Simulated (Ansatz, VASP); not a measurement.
ZrTlF3: VASP beside Ansatz

```xyz
5
Lattice="4.4372 0.0000 0.0000 0.0000 4.4372 0.0000 0.0000 0.0000 4.4372" Properties=species:S:1:pos:R:3 pbc="T T T"
Zr    2.2186    2.2186    2.2186
Tl    0.0000    0.0000    0.0000
F     2.2186    0.0000    2.2186
F     0.0000    2.2186    2.2186
F     2.2186    2.2186    0.0000
```

Alike in both runs: functional PBE; k mesh 8 × 8 × 8; occupations gaussian, width 0.1 eV; collinear spin.

Ansatz relaxed the structure, and its values are those at the end. VASP's run is a single point on that final structure, the one shown.

```csv
,VASP,Ansatz
version,VASP 6.6.1,Ansatz 0.2.0
potentials or method,"VASP PAW PBE potentials, release 64 (Zr_sv, Tl_d, F), cutoff 520 eV","scalar-relativistic, plane waves, PAW"
valence electrons in the cell,46,46
```

|  | VASP | Ansatz | Ansatz less VASP |
| --- | --- | --- | --- |
| gap on the k mesh at the Fermi level (eV) | none | none | - |
| pressure (GPa) | -0.1 | 0.0 | +0.10 |
| net moment per atom (μB) | 0.31 | 0.31 | 0.000 |
| size of the moment on the site where the two differ most (μB) | 0.99 | 0.62 | -0.373 |

Site moments also hang on the region over which each program counts them. A gap of «none» marks a metal or a gap that the smearing closes.

Spin-orbit coupling is off throughout.
